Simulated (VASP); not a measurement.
# Te (P6/mmm) in VASP: a series of runs

The runs below take Te through single point, relaxation of cell and atoms, with PBE.

All numbers are computed with VASP 6.6.1; they aren't measurements. Logs are shortened: lines on timing, memory, paths and dates and some standing lists are left out, and cuts for length are marked.

## (1) The cell of the first run

Symmetry: P6/mmm, No. 191, hexagonal system. The conventional cell has a = 5.654 Å, b = 5.654 Å, c = 3.163 Å, α = 90.00°, β = 90.00°, γ = 120.00°. Within 4.2 Å of Te (site symmetry 6/mmm) lie 14 Te at 3.16 to 3.63 Å. Within 4.2 Å of Te (site symmetry -6m2) lie 11 Te at 3.16 to 3.63 Å.

## (2) Single point, PBE

INCAR reads:

```
PREC = Accurate
ENCUT = 520
EDIFF = 1E-7
ISMEAR = 0
SIGMA = 0.1
LREAL = F
LASPH = T
NELM = 100
ALGO = Normal
ISIF = 2
LWAVE = F
LCHARG = F
GGA = PE
NBANDS = 16
```

KPOINTS reads:

```
regular mesh
0
Gamma
  9 9 14
```

POSCAR reads:

```
Te
1.0
    5.6541241129      0.0000000000      0.0000000000
   -2.8270620565      4.8966151179      0.0000000000
    0.0000000000      0.0000000000      3.1633687333
Te
3
Direct
    0.0000000000      0.0000000000      0.0000000000
    0.3333333333      0.6666666667      0.5000000000
    0.6666666667      0.3333333333      0.5000000000
```

Potentials or basis: VASP PAW PBE potentials, release 64 (Te).

The run is started by

```bash
$ cat potpaw_PBE.64/Te/POTCAR > POTCAR
$ mpirun -np 1 vasp_std > vasp.out
```

OUTCAR:

```text
PREC = Accurate
   ENCUT = 520
   EDIFF = 1E-7
   ISMEAR = 0
   LREAL = F
   LASPH = T
   NELM = 100
   ISIF = 2
   GGA = PE

 ion  position               nearest neighbor table
   1  0.000  0.000  0.000-   2 3.63   3 3.63   2 3.63   3 3.63   3 3.63   3 3.63   2 3.63   2 3.63
                             3 3.63   3 3.63   2 3.63   2 3.63
   2  0.333  0.667  0.500-   3 3.26   3 3.26   3 3.26   1 3.63   1 3.63   1 3.63   1 3.63   1 3.63
                             1 3.63
   3  0.667  0.333  0.500-   2 3.26   2 3.26   2 3.26   1 3.63   1 3.63   1 3.63   1 3.63   1 3.63
                             1 3.63

  LATTYP: Found a hexagonal cell.
 ALAT       =     5.6541241129
 C/A-ratio  =     0.5594798894

  Lattice vectors:

 A1 = (   5.6541241129,   0.0000000000,   0.0000000000)
 A2 = (  -2.8270620565,   4.8966151179,   0.0000000000)
 A3 = (   0.0000000000,   0.0000000000,   3.1633687333)

Analysis of symmetry for initial positions (statically):
=====================================================================
 Subroutine PRICEL returns:
 Original cell was already a primitive cell.

 Routine SETGRP: Setting up the symmetry group for a
 hexagonal supercell.

 Subroutine GETGRP returns: Found 24 space group operations
 (whereof 24 operations were pure point group operations)
 out of a pool of 24 trial point group operations.

The static configuration has the point symmetry D_6h.

Analysis of symmetry for dynamics (positions and initial velocities):
=====================================================================
 Subroutine PRICEL returns:
 Original cell was already a primitive cell.

 Routine SETGRP: Setting up the symmetry group for a
 hexagonal supercell.

 Subroutine GETGRP returns: Found 24 space group operations
 (whereof 24 operations were pure point group operations)
 out of a pool of 24 trial point group operations.

The dynamic configuration has the point symmetry D_6h.

 Subroutine INISYM returns: Found 24 space group operations
 (whereof 24 operations are pure point group operations),
 and found     1 'primitive' translations

----------------------------------------------------------------------------------------

                                     Primitive cell

  volume of cell :      87.5812

  direct lattice vectors                    reciprocal lattice vectors
     5.654124113  0.000000000  0.000000000     0.176862053  0.102111354  0.000000000
    -2.827062056  4.896615118  0.000000000     0.000000000  0.204222708  0.000000000
     0.000000000  0.000000000  3.163368733     0.000000000  0.000000000  0.316118696

  length of vectors
[... 83 lines left out ...]
   NELM   =    100;   NELMIN=  2; NELMDL= -5     # of ELM steps
   EDIFF  = 0.1E-06   stopping-criterion for ELM
   LREAL  =      F    real-space projection
   EDIFFG = 0.1E-05   stopping-criterion for IOM
   NSW    =      0    number of steps for IOM
   IBRION =     -1    ionic relax: 0-MD 1-quasi-New 2-CG
   NFREE  =      0    steps in history (QN), initial steepest desc. (CG)
   ISIF   =      2    stress and relaxation
   ISYM   =      2    0-nonsym 1-usesym 2-fastsym
   POTIM  = 0.5000    time-step for ionic-motion
   TEBEG  =    0.0;   TEEND  =   0.0 temperature during run
   PSTRESS=    0.0 pullay stress
   NELECT =      18.0000    total number of electrons
   NUPDOWN=      -1.0000    fix difference up-down
   EMIN   =  10.00;   EMAX   =-10.00  energy-range for DOS
   EFERMI =   0.00;   METHOD = LEGACY
   ISMEAR =     0;   SIGMA  =   0.10  broadening in eV -4-tet -1-fermi 0-gaus
   EFERMI_NEDOS =   21; number of points for ismear=-14 and -15
   IALGO  =     38    algorithm
   IMIX   =      4    mixing-type and parameters
     AMIX     =   0.40;   BMIX     =  1.00
     AMIX_MAG =   1.60;   BMIX_MAG =  1.00
  volume/ion in A,a.u.               =      29.19       197.01
  Fermi-wavevector in a.u.,A,eV,Ry     =   0.966115  1.825692 12.699370  0.933377
  Thomas-Fermi vector in A             =   2.095889
   LORBIT       =      0    0 simple, 1 ext, 2 COOP (PROOUT), +10 PAW based schemes
   GGA     = PE    functional components
   LHFCALC =     F    Hartree Fock is set to
   AEXX    =    0.0000 exact exchange contribution
   IVDW    =     0    specifies the selected vdW correction
   LEPSILON=     F    determine dielectric tensor
   LRPA    =     F    only Hartree local field effects (RPA)
 non-spin polarized calculation
 Gauss-broadening in eV      SIGMA  =   0.10
  energy-cutoff  :      520.00
  volume of cell :       87.58
 maximum number of plane-waves:      2388
 NGX is ok and might be reduce to    42

 number of electron      17.9999997 magnetization

 Free energy of the ion-electron system (eV)
  ---------------------------------------------------
  ext. energy  EPLUGINS =         0.00000000
  ---------------------------------------------------
  free energy    TOTEN  =        -8.43354727 eV

  energy without entropy =       -8.41835797  energy(sigma->0) =       -8.42595262

 E-fermi :   7.5310     XC(G=0):  -9.9499

 val. band max:        7.5288217947   @ k =   0.3333   0.2222   0.0000
 cond. band min:       7.5436815375   @ k =   0.3333   0.1111   0.2143
 fundamental gap:      0.0148597427
 Fermi energy:         7.5309536877

 k-point     1 :       0.0000    0.0000    0.0000
  band No.  band energies     occupation
      1      -6.2465      2.00000
      2      -3.2574      2.00000
      3      -3.1806      2.00000
      4       3.0086      2.00000
      5       3.0086      2.00000
      6       3.3862      2.00000
[... 433 lines left out ...]
      3      -4.3042      2.00000
      4       3.3284      2.00000
      5       3.7392      2.00000
      6       3.7392      2.00000
[... 8 lines left out ...]
     15      13.4145      0.00000
     16      15.9130      0.00000

 [... further k-points ...]
[... 5 lines left out ...]
  --------------------------------------------------------------------------------------
  -------------------------------------------------------------------------------------
  Total       -0.0565744     -0.0565744     -0.0497459      0.0000000      0.0000000      0.0000000
  in kB       -1.0349508     -1.0349508     -0.9100330      0.0000000      0.0000000      0.0000000
  external PRESSURE =      -0.9933115 kB  Pullay stress =       0.0000000 kB

 VOLUME and BASIS-vectors are now :
 -----------------------------------------------------------------------------
  energy-cutoff  :      520.00
  volume of cell :       87.58
      direct lattice vectors                 reciprocal lattice vectors
     5.654124113  0.000000000  0.000000000     0.176862053  0.102111354  0.000000000
    -2.827062056  4.896615118  0.000000000     0.000000000  0.204222708  0.000000000
     0.000000000  0.000000000  3.163368733     0.000000000  0.000000000  0.316118696

 POSITION                                       TOTAL-FORCE (eV/Angst)
 -----------------------------------------------------------------------------------
      0.00000      0.00000      0.00000         0.000000      0.000000      0.000000
     -0.00000      3.26441      1.58168        -0.000000      0.000000     -0.000000
      2.82706      1.63221      1.58168         0.000000      0.000000      0.000000
 -----------------------------------------------------------------------------------
    total drift:                               -0.000000      0.000000     -0.000000

  FREE ENERGIE OF THE ION-ELECTRON SYSTEM (eV)
  ---------------------------------------------------
  free  energy   TOTEN  =        -8.4335472725 eV

  energy  without entropy=       -8.4183579700  energy(sigma->0) =       -8.42595262
```

OSZICAR:

```text
N       E                     dE             d eps       ncg     rms          rms(c)
DAV:   1     0.655816951005E+02    0.65582E+02   -0.66155E+03  3072   0.907E+02
DAV:   2    -0.484066689645E+01   -0.70422E+02   -0.67646E+02  4256   0.135E+02
DAV:   3    -0.842121528902E+01   -0.35805E+01   -0.35557E+01  3632   0.328E+01
DAV:   4    -0.846652226063E+01   -0.45307E-01   -0.45302E-01  4312   0.449E+00
DAV:   5    -0.846750104697E+01   -0.97879E-03   -0.97878E-03  3856   0.635E-01    0.113E+01
DAV:   6    -0.843324001643E+01    0.34261E-01   -0.14116E-01  3584   0.168E+00    0.712E+00
DAV:   7    -0.843531178636E+01   -0.20718E-02   -0.49376E-02  3512   0.120E+00    0.162E+00
DAV:   8    -0.843361662743E+01    0.16952E-02   -0.97203E-03  3688   0.567E-01    0.317E-01
DAV:   9    -0.843360549260E+01    0.11135E-04   -0.11150E-03  4104   0.174E-01    0.245E-01
DAV:  10    -0.843356752231E+01    0.37970E-04   -0.47990E-04  3480   0.974E-02    0.260E-01
DAV:  11    -0.843354900595E+01    0.18516E-04   -0.12263E-04  3400   0.531E-02    0.405E-02
DAV:  12    -0.843354796386E+01    0.10421E-05   -0.31306E-06  4336   0.107E-02    0.248E-02
DAV:  13    -0.843354738090E+01    0.58296E-06   -0.52612E-07  3840   0.429E-03    0.211E-03
DAV:  14    -0.843354712010E+01    0.26079E-06   -0.12429E-07  2752   0.167E-03    0.466E-03
DAV:  15    -0.843354724087E+01   -0.12077E-06   -0.34803E-08  1992   0.105E-03    0.137E-03
DAV:  16    -0.843354727249E+01   -0.31619E-07   -0.33423E-09  1816   0.390E-04
   1 F= -.84335473E+01 E0= -.84259526E+01  d E =-.151893E-01
```

stdout:

```text
POSCAR found type information on POSCAR Te
 POSCAR found :  1 types and       3 ions
 scaLAPACK will be used
 LDA part: xc-table for (Slater+PW92), standard interpolation
 POSCAR, INCAR and KPOINTS ok, starting setup
 FFT: planning ... GRIDC
 FFT: planning ... GRID_SOFT
 FFT: planning ... GRID
 WAVECAR not read
 entering main loop
```

It took 95 s on 1 thread of Intel Xeon Platinum 8488C (Sapphire Rapids), shared host; peak memory 0.26 GiB.

Results:

| Item | Value |
| --- | --- |
| Free energy | -8.4335 eV |
| Pressure | -0.1 GPa |
| Band gap on the k mesh | zero (band 9 reaches 9.88 eV, above the bottom of band 10 at 5.17 eV) |

Levels at points of the mesh, in eV from the Fermi level:
| k point | band 6 | band 7 | band 8 | band 9 | band 10 | band 11 | band 12 | band 13 |
| --- | --- | --- | --- | --- | --- | --- | --- | --- |
| (0.00, 0.00, 0.00) | -4.14 | -4.14 | 1.18 | 2.35 | 2.35 | 3.63 | 3.83 | 5.90 |
| (0.00, 0.00, 0.50) | -3.58 | -2.80 | -2.80 | -1.16 | -1.16 | -0.27 | -0.27 | 3.24 |

Caveat: spin-orbit coupling is left out, which moves the levels of the heavy elements.

## (3) Relaxation of cell and atoms, PBE

This run uses another cell than the first one, of 29.05 Å³/atom, 0.995 times its volume.

INCAR reads:

```
PREC = Accurate ; ENCUT = 600
EDIFF = 1E-7 ; ISMEAR = 0
SIGMA = 0.1 ; LREAL = F
LASPH = T ; NELM = 100
ALGO = Normal ; ISIF = 3
LWAVE = F ; LCHARG = F
GGA = PE ; IBRION = 2
NSW = 100 ; EDIFFG = -0.01
```

KPOINTS reads:

```
Automatic mesh
0
Gamma
  9 9 14
```

POSCAR reads:

```
Te
1.0
    5.6560257089      0.0000000000      0.0000000000
   -2.8280128545      4.8982619484      0.0000000000
    0.0000000000      0.0000000000      3.1461922831
Te
3
Direct
    0.0000000000      0.0000000000      0.0000000000
    0.3333333333      0.6666666667      0.5000000000
    0.6666666667      0.3333333333      0.5000000000
```

Potentials or basis: VASP PAW PBE potentials, release 64 (Te).

The run is started by

```bash
$ cat potpaw_PBE.64/Te/POTCAR > POTCAR
$ mpirun -np 1 vasp_std > vasp.out
```

OUTCAR:

```text
PREC = Accurate
   ENCUT = 600
   EDIFF = 1E-7
   ISMEAR = 0
   LREAL = F
   LASPH = T
   NELM = 100
   ISIF = 3
   GGA = PE
   IBRION = 2
   NSW = 100
   EDIFFG = -0.01

 ion  position               nearest neighbor table
   1  0.000  0.000  0.000-   2 3.62   3 3.62   2 3.62   3 3.62   3 3.62   3 3.62   2 3.62   2 3.62
                             3 3.62   3 3.62   2 3.62   2 3.62
   2  0.333  0.667  0.500-   3 3.27   3 3.27   3 3.27   1 3.62   1 3.62   1 3.62   1 3.62   1 3.62
                             1 3.62
   3  0.667  0.333  0.500-   2 3.27   2 3.27   2 3.27   1 3.62   1 3.62   1 3.62   1 3.62   1 3.62
                             1 3.62

  LATTYP: Found a hexagonal cell.
 ALAT       =     5.6560257089
 C/A-ratio  =     0.5562549474

  Lattice vectors:

 A1 = (   5.6560257089,   0.0000000000,   0.0000000000)
 A2 = (  -2.8280128545,   4.8982619484,   0.0000000000)
 A3 = (   0.0000000000,   0.0000000000,   3.1461922831)

Analysis of symmetry for initial positions (statically):
=====================================================================
 Subroutine PRICEL returns:
 Original cell was already a primitive cell.

 Routine SETGRP: Setting up the symmetry group for a
 hexagonal supercell.

 Subroutine GETGRP returns: Found 24 space group operations
 (whereof 24 operations were pure point group operations)
 out of a pool of 24 trial point group operations.

The static configuration has the point symmetry D_6h.

Analysis of symmetry for dynamics (positions and initial velocities):
[... 273 lines left out ...]

 number of electron      17.9999998 magnetization

 Free energy of the ion-electron system (eV)
  ---------------------------------------------------
  ext. energy  EPLUGINS =         0.00000000
  ---------------------------------------------------
  free energy    TOTEN  =        -8.43355877 eV

  energy without entropy =       -8.41837458  energy(sigma->0) =       -8.42596668

 E-fermi :   7.5518     XC(G=0):  -9.9567

 val. band max:        7.5488458432   @ k =   0.3333   0.2222   0.0000
 cond. band min:       7.5646213052   @ k =   0.3333   0.1111   0.2143
 fundamental gap:      0.0157754620
 Fermi energy:         7.5518000105

 k-point     1 :       0.0000    0.0000    0.0000
  band No.  band energies     occupation
      1      -6.2377      2.00000
      2      -3.2405      2.00000
      3      -3.1635      2.00000
      4       3.0204      2.00000
      5       3.0204      2.00000
      6       3.3979      2.00000
      7       3.3979      2.00000
      8       8.7357      0.00000
      9       9.9104      0.00000
     10       9.9104      0.00000
     11      11.1904      0.00000
     12      11.3957      0.00000
     13      13.4497      0.00000
[... 354 lines left out ...]
  band No.  band energies     occupation
      1      -4.6528      2.00000
      2      -4.6528      2.00000
      3      -4.2915      2.00000
      4       3.3428      2.00000
      5       3.7535      2.00000
      6       3.7535      2.00000
      7       7.9771      0.00000
      8       7.9771      0.00000
      9       8.3418      0.00000
     10       9.5248      0.00000
     11       9.5248      0.00000
     12       9.6890      0.00000
     13      13.2992      0.00000

 [... further k-points ...]
[... 5 lines left out ...]
  --------------------------------------------------------------------------------------
  -------------------------------------------------------------------------------------
  Total       -0.0183957     -0.0183957     -0.0002818      0.0000000     -0.0000000      0.0000000
  in kB       -0.3370359     -0.3370359     -0.0051630      0.0000000     -0.0000000      0.0000000
  external PRESSURE =      -0.2264116 kB  Pullay stress =       0.0000000 kB
[... 18 lines left out ...]
  FREE ENERGIE OF THE ION-ELECTRON SYSTEM (eV)
  ---------------------------------------------------
  free  energy   TOTEN  =        -8.4335587744 eV

  energy  without entropy=       -8.4183745836  energy(sigma->0) =       -8.42596668

 reached required accuracy - stopping structural energy minimisation
```

CONTCAR:

```text
Te
   1.00000000000000
     5.6514954820152816    0.0000000000000463    0.0000000000000000
    -2.8257477410575604    4.8943386568328195    0.0000000000000000
     0.0000000000000000   -0.0000000000000000    3.1615050235964284
  Te
     3
Direct
     0.0000000000000000    0.0000000000000000    0.0000000000000000
     0.3333333332999970    0.6666666667000030    0.5000000000000000
     0.6666666667000030    0.3333333332999970    0.5000000000000000

  0.00000000E+00  0.00000000E+00  0.00000000E+00
  0.00000000E+00  0.00000000E+00  0.00000000E+00
  0.00000000E+00  0.00000000E+00  0.00000000E+00
```

It took 3.7 min on 1 thread of Intel Xeon Platinum 8488C (Sapphire Rapids), shared host; peak memory 0.31 GiB.

What came out:

| Item | Value |
| --- | --- |
| Free energy | -8.4336 eV |
| Relaxed volume | 29.15 Å³/atom |
| Relaxed cell | a = 5.651 Å, b = 5.651 Å, c = 3.162 Å, α = 90.00°, β = 90.00°, γ = 120.00° |
| Space group after relaxing (to 0.05 Å) | P6/mmm (No. 191) |
| Energy gained by relaxing | 0.2 meV/atom |
| Ionic steps | 4 |
| Pressure after relaxing | 0.0 GPa |
| Band gap on the k mesh | zero (band 9 reaches 9.91 eV, above the bottom of band 10 at 5.18 eV) |

The path:
| step | energy change (eV) | largest force (eV/Å) | pressure (GPa) | volume (Å³) |
| --- | --- | --- | --- | --- |
| 1 | 0.0000 | 0.0000 | 0.19 | 87.16 |
| 2 | -0.0005 | 0.0000 | -0.10 | 87.61 |
| 3 | -0.0006 | 0.0000 | -0.08 | 87.57 |
| 4 | -0.0007 | 0.0000 | -0.02 | 87.45 |

Final structure:
```
Te
1.0
     5.65150    0.00000    0.00000
    -2.82575    4.89434    0.00000
     0.00000    0.00000    3.16151
Te
3
Cartesian
  0.0000 0.0000 0.0000
  0.0000 3.2629 1.5808
  2.8257 1.6314 1.5808
```

Levels at points of the mesh, in eV from the Fermi level:
| k point | band 6 | band 7 | band 8 | band 9 | band 10 | band 11 | band 12 | band 13 |
| --- | --- | --- | --- | --- | --- | --- | --- | --- |
| (0.00, 0.00, 0.00) | -4.15 | -4.15 | 1.18 | 2.36 | 2.36 | 3.64 | 3.84 | 5.90 |
| (0.00, 0.00, 0.50) | -3.58 | -2.80 | -2.80 | -1.17 | -1.17 | -0.27 | -0.27 | 3.23 |

Caveat: spin-orbit coupling is left out, which moves the levels of the heavy elements.

## (4) Single point, PBE

This run uses another cell than the first one: it holds 1 atom, not 3.

INCAR reads:

```
ALGO     = Normal         # electronic algorithm
EDIFF    = 1E-7           # SCF threshold, eV
ENCUT    = 520            # plane-wave cutoff, eV
GGA      = PE             # functional
ISIF     = 2              # what is computed and relaxed
ISMEAR   = 0              # smearing method
LASPH    = True           # aspherical terms in the spheres
LCHARG   = False          # write CHGCAR
LREAL    = False          # projectors in reciprocal space
LWAVE    = False          # write WAVECAR
NBANDS   = 9              # bands
NELM     = 60             # most SCF steps
PREC     = Accurate       # precision mode
SIGMA    = 0.1            # smearing width, eV
```

KPOINTS reads:

```
k-points
0
Gamma
  6 6 6
```

POSCAR reads:

```
Te
1.0
    3.3667025255      0.0000000000      0.0000000000
   -1.6833512628      2.9156499141      0.0000000000
    0.0000000000      0.0000000000      3.1347923504
Te
1
Direct
    0.0000000000      0.0000000000      0.0000000000
```

The run is started by

```bash
$ cat potpaw_PBE.64/Te/POTCAR > POTCAR
$ mpirun -np 1 vasp_std > vasp.out
```

Run time: 4.3 s. Hardware: 1 thread of Intel Xeon 6975P-C (Granite Rapids), shared host; peak memory 0.15 GiB.

It converged, with:

```
Free energy            : -2.8915 eV
Pressure               : -0.2 GPa
Band gap on the k mesh : zero (band 3 reaches 10.49 eV, above the bottom of band 4 at 4.31 eV)
```

Stress tensor (GPa, compression positive):
```
-0.25  0.00  0.00
 0.00 -0.25  0.00
 0.00  0.00 -0.08
```

Levels at points of the mesh, in eV from the Fermi level:
```
           k point  band 1  band 2  band 3  band 4  band 5  band 6  band 7  band 8
(0.00, 0.00, 0.00)  -13.71    1.56    1.99    1.99    6.25    7.63    9.21    9.21
(0.50, 0.00, 0.00)  -11.41   -5.86   -0.20    3.37    4.79    9.56   11.03   11.21
(0.00, 0.00, 0.50)  -11.77   -6.18    3.47    3.47   10.32   10.73   11.12   11.12
(0.50, 0.00, 0.50)   -9.39   -4.14   -4.14    1.32    2.37    7.21    9.15    9.55
```

Caveat: spin-orbit coupling is left out, which moves the levels of the heavy elements.

(Continued in part 2 of 2.)
